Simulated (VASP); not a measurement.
# Si3Ge2 (I4/mmm) in VASP: a series of runs, part 2 of 2

VASP 6.6.1.

## Step 3: Single point, PBE

This run uses another cell than the first one, of 16.83 Å³/atom.

Input file INCAR:

```
  ALGO = Normal
  EDIFF = 1E-6
  ENCUT = 520
  GGA = PE
  ISIF = 2
  ISMEAR = 0
  LASPH = T
  LCHARG = F
  LREAL = F
  LWAVE = F
  NBANDS = 28
  NELM = 100
  PREC = Accurate
  SIGMA = 0.1
```

Input file KPOINTS:

```
k-points
0
Gamma
  8 8 8
```

Input file POSCAR:

```
Si3Ge2
1.0
   -1.4382955600      1.4382955600     10.1702854600
    1.4382955600     -1.4382955600     10.1702854600
    1.4382955600      1.4382955600    -10.1702854600
Si Ge
3 2
Direct
    0.9000000000      0.9000000000      0.0000000000
    0.5000000000      0.5000000000      0.0000000000
    0.1000000000      0.1000000000      0.0000000000
    0.7000000000      0.7000000000      0.0000000000
    0.3000000000      0.3000000000      0.0000000000
```

Potentials or basis: VASP PAW PBE potentials, release 64 (Si, Ge_d).

The run is started by

```bash
$ cat potpaw_PBE.64/Si/POTCAR potpaw_PBE.64/Ge_d/POTCAR > POTCAR
$ mpirun -np 1 vasp_std > vasp.out
```

OUTCAR:

```text
EDIFF = 1E-6
   ENCUT = 520
   GGA = PE
   ISIF = 2
   ISMEAR = 0
   LASPH = T
   LREAL = F
   NELM = 100
   PREC = Accurate

 ion  position               nearest neighbor table
   1  0.900  0.900  0.000-   2 2.88   2 2.88   2 2.88   5 2.88   2 2.88   5 2.88   5 2.88   5 2.88

   2  0.500  0.500  0.000-   3 2.88   3 2.88   3 2.88   1 2.88   3 2.88   1 2.88   1 2.88   1 2.88

   3  0.100  0.100  0.000-   4 2.88   4 2.88   4 2.88   2 2.88   4 2.88   2 2.88   2 2.88   2 2.88

   4  0.700  0.700  0.000-   5 2.88   5 2.88   5 2.88   5 2.88   3 2.88   3 2.88   3 2.88   3 2.88

   5  0.300  0.300  0.000-   4 2.88   4 2.88   4 2.88   4 2.88   1 2.88   1 2.88   1 2.88   1 2.88

  LATTYP: Found a body centered tetragonal cell.
 ALAT       =     2.8765911200
 C/A-ratio  =     7.0710678270

  Lattice vectors:

 A1 = (  -1.4382955600,   1.4382955600,  10.1702854600)
 A2 = (   1.4382955600,  -1.4382955600,  10.1702854600)
 A3 = (   1.4382955600,   1.4382955600, -10.1702854600)

Analysis of symmetry for initial positions (statically):
=====================================================================
 Subroutine PRICEL returns:
 Original cell was already a primitive cell.

 Routine SETGRP: Setting up the symmetry group for a
 body centered tetragonal supercell.

 Subroutine GETGRP returns: Found 16 space group operations
 (whereof 16 operations were pure point group operations)
 out of a pool of 16 trial point group operations.

The static configuration has the point symmetry D_4h.

Analysis of symmetry for dynamics (positions and initial velocities):
=====================================================================
 Subroutine PRICEL returns:
 Original cell was already a primitive cell.

 Routine SETGRP: Setting up the symmetry group for a
 body centered tetragonal supercell.

 Subroutine GETGRP returns: Found 16 space group operations
 (whereof 16 operations were pure point group operations)
[... 122 lines left out ...]
   EFERMI =   0.00;   METHOD = LEGACY
   ISMEAR =     0;   SIGMA  =   0.10  broadening in eV -4-tet -1-fermi 0-gaus
   EFERMI_NEDOS =   21; number of points for ismear=-14 and -15
   IALGO  =     38    algorithm
   IMIX   =      4    mixing-type and parameters
     AMIX     =   0.40;   BMIX     =  1.00
     AMIX_MAG =   1.60;   BMIX_MAG =  1.00
  volume/ion in A,a.u.               =      16.83       113.58
  Fermi-wavevector in a.u.,A,eV,Ry     =   1.277610  2.414333 22.208623  1.632288
  Thomas-Fermi vector in A             =   2.410200
   LORBIT       =      0    0 simple, 1 ext, 2 COOP (PROOUT), +10 PAW based schemes
   GGA     = PE    functional components
   LHFCALC =     F    Hartree Fock is set to
   AEXX    =    0.0000 exact exchange contribution
   IVDW    =     0    specifies the selected vdW correction
   LEPSILON=     F    determine dielectric tensor
   LRPA    =     F    only Hartree local field effects (RPA)
 non-spin polarized calculation
 Gauss-broadening in eV      SIGMA  =   0.10
  energy-cutoff  :      520.00
  volume of cell :       84.16
 maximum number of plane-waves:      2292
 NGX is ok and might be reduce to    80
   NGX = 39   NGY = 39   NGZ = 39

 number of electron      39.9999993 magnetization

 Free energy of the ion-electron system (eV)
  ---------------------------------------------------
  ext. energy  EPLUGINS =         0.00000000
  ---------------------------------------------------
  free energy    TOTEN  =       -22.63135082 eV

  energy without entropy =      -22.61680190  energy(sigma->0) =      -22.62407636

 E-fermi :   8.2646     XC(G=0): -11.1069

 val. band max:        8.2602366404   @ k =   0.3750   0.0000  -0.0000
 cond. band min:       8.2682886040   @ k =  -0.2500   0.1250   0.0000
 fundamental gap:      0.0080519635
 Fermi energy:         8.2646488772

 k-point     1 :       0.0000    0.0000    0.0000
  band No.  band energies     occupation
      1     -16.6755      2.00000
      2     -16.6328      2.00000
      3     -16.6155      2.00000
      4     -16.5707      2.00000
      5     -16.5707      2.00000
      6     -16.5608      2.00000
[... 733 lines left out ...]
     27      10.9271      0.00000
     28      11.7209      0.00000

 [... further k-points ...]
[... 5 lines left out ...]
  --------------------------------------------------------------------------------------
  -------------------------------------------------------------------------------------
  Total       -0.1067645     -0.1067645      1.0281132      0.0000000      0.0000000      0.0000000
  in kB       -2.0325810     -2.0325810     19.5732125      0.0000000      0.0000000      0.0000000
  external PRESSURE =       5.1693502 kB  Pullay stress =       0.0000000 kB

 VOLUME and BASIS-vectors are now :
 -----------------------------------------------------------------------------
  energy-cutoff  :      520.00
  volume of cell :       84.16
      direct lattice vectors                 reciprocal lattice vectors
    -1.438295560  1.438295560 10.170285460     0.000000000  0.347633695  0.049162829
     1.438295560 -1.438295560 10.170285460     0.347633695  0.000000000  0.049162829
     1.438295560  1.438295560-10.170285460     0.347633695  0.347633695  0.000000000

 POSITION                                       TOTAL-FORCE (eV/Angst)
 -----------------------------------------------------------------------------------
      0.00000      0.00000     18.30651         0.000000      0.000000      0.606765
      0.00000      0.00000     10.17029        -0.000000     -0.000000      0.000000
      0.00000      0.00000      2.03406        -0.000000     -0.000000     -0.606765
      0.00000      0.00000     14.23840         0.000000      0.000000     -0.585067
      0.00000      0.00000      6.10217        -0.000000     -0.000000      0.585067
 -----------------------------------------------------------------------------------
    total drift:                                0.000000      0.000000     -0.000000

  FREE ENERGIE OF THE ION-ELECTRON SYSTEM (eV)
  ---------------------------------------------------
  free  energy   TOTEN  =       -22.6313508187 eV

  energy  without entropy=      -22.6168019004  energy(sigma->0) =      -22.62407636
```

It took 14 min on 1 thread of Intel Xeon 6975P-C (Granite Rapids), shared host; peak memory 0.94 GiB.

Results:

```
Free energy            : -22.6314 eV
Pressure               : 0.5 GPa
Largest force          : 0.607 eV/Å
Band gap on the k mesh : zero (bands 20 and 21 overlap by 6.36 eV)
```

Forces on the atoms (eV/Å):
```
Si   0.000  0.000  0.607
Si   0.000  0.000  0.000
Si   0.000  0.000 -0.607
Ge   0.000  0.000 -0.585
Ge   0.000  0.000  0.585
```

Stress tensor (GPa, compression positive):
```
-0.20  0.00  0.00
 0.00 -0.20  0.00
 0.00  0.00  1.96
```
